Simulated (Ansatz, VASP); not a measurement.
## Ag in VASP and in Ansatz

INCAR

```
PREC = Accurate ; ENCUT = 600
EDIFF = 1E-7 ; ISMEAR = -1
SIGMA = 0.15 ; LREAL = F
LASPH = T ; NELM = 60
ALGO = Fast ; ISIF = 3
LWAVE = F ; LCHARG = F
GGA = CA ; IBRION = 2
NSW = 80 ; EDIFFG = -0.001
```

The input KPOINTS:

```
Automatic mesh
0
Gamma
  16 16 16
```

Contents of POSCAR:

```
Ag
1.0
    0.0000000000      2.0007705301      2.0007705301
    2.0007705301      0.0000000000      2.0007705301
    2.0007705301      2.0007705301      0.0000000000
Ag
1
Direct
    0.0000000000      0.0000000000      0.0000000000
```

Input for Ansatz:

```yaml
crystal:
  lattice:
    - [0.0, 2.0007705301, 2.0007705301]
    - [2.0007705301, 0.0, 2.0007705301]
    - [2.0007705301, 2.0007705301, 0.0]
  atoms:
    - { symbol: Ag, position: [0.0, 0.0, 0.0] }
basis:
  ecutwfc: 600.0
kpoints:
  mp_grid: { grid: [16, 16, 16] }
hamiltonian:
  xc: lda
  pseudopotentials: { kind: paw, azcp: { folder: soft_1 } }
scf:
  occupations: { method: fermi_dirac, width: 0.15 }
output:
  forces: true
  stress: true
  eigenvalues: true
  write_density: true
  write_potential: true
  elf: true
  volumetric_format: npy
relax:
  adjacent_minimum: "off"
  f_tol: 0.001
  max_steps: 60
  cell: { stress_tol: 0.01 }
```

Alike in both runs: task relaxation of cell and atoms; functional LDA; k mesh 16 × 16 × 16; occupations fermi-dirac, width 0.15 eV; no spin polarisation.

|  | VASP | Ansatz |
| --- | --- | --- |
| version | VASP 6.6.1 | Ansatz 0.2.0 |
| potentials or method | VASP PAW LDA potentials, release 64 (Ag), cutoff 600 eV | scalar-relativistic, plane waves, PAW |
| valence electrons in the cell | 11 | 19 |

```csv
,VASP,Ansatz,Ansatz less VASP
"gap on the k mesh at the Fermi level, each at its own relaxed structure (eV)",none,none,-
relaxed volume (Å³/atom),16.04,16.02,-0.012
relaxed cell length with the largest relative difference (Å),2.831,2.830,-0.0007
```

Ansatz warns that its potentials were made for another functional, while VASP's fit it. LDA's correlation is that of Perdew and Zunger in VASP and of Perdew and Wang (1992) in Ansatz. A gap of «none» marks a metal or a gap that the smearing closes. VASP's potentials hold 11 valence electrons a cell and Ansatz's 19, so a difference there can come from the potentials and not from the codes.
